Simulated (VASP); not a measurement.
# Cu: single point with revPBE

Cu:

```
CELL_PARAMETERS angstrom
-1.49288 1.49288 1.49288
1.49288 -1.49288 1.49288
1.49288 1.49288 -1.49288
ATOMIC_POSITIONS crystal
Cu 0.00000 0.00000 0.00000
```

This cell differs from its parent crystal: volume scaled by 1.08.

```
Program                : VASP 6.6.1
Task                   : single point
Functional             : revPBE
Potentials or basis    : VASP PAW PBE potentials, release 64 (Cu)
Cutoff                 : 520 eV
k mesh                 : 17 × 17 × 17
Occupations            : fermi-dirac, width 0.1 eV
Spin                   : no spin polarisation
Dipole correction      : no
Further INCAR settings : ALGO = Normal; EDIFF = 1e-06; NBANDS = 12
```

```json
{"Pressure": "-7.5 GPa"}
```

Levels at points of the mesh, in eV from the Fermi level:
| k point | band 2 | band 3 | band 4 | band 5 | band 6 | band 7 | band 8 | band 9 | band 10 | band 11 |
| --- | --- | --- | --- | --- | --- | --- | --- | --- | --- | --- |
| (0.00, 0.00, 0.00) | -2.74 | -2.74 | -2.74 | -1.89 | -1.89 | 23.87 | 23.87 | 23.87 | 25.86 | 25.86 |

It took 16 s on 1 thread of AMD EPYC 7R13 Processor (Zen 3) (shared host), peak memory 0.11 GiB.

Caveat: the PAW data sets were made with another functional, which shifts forces and pressure a little.
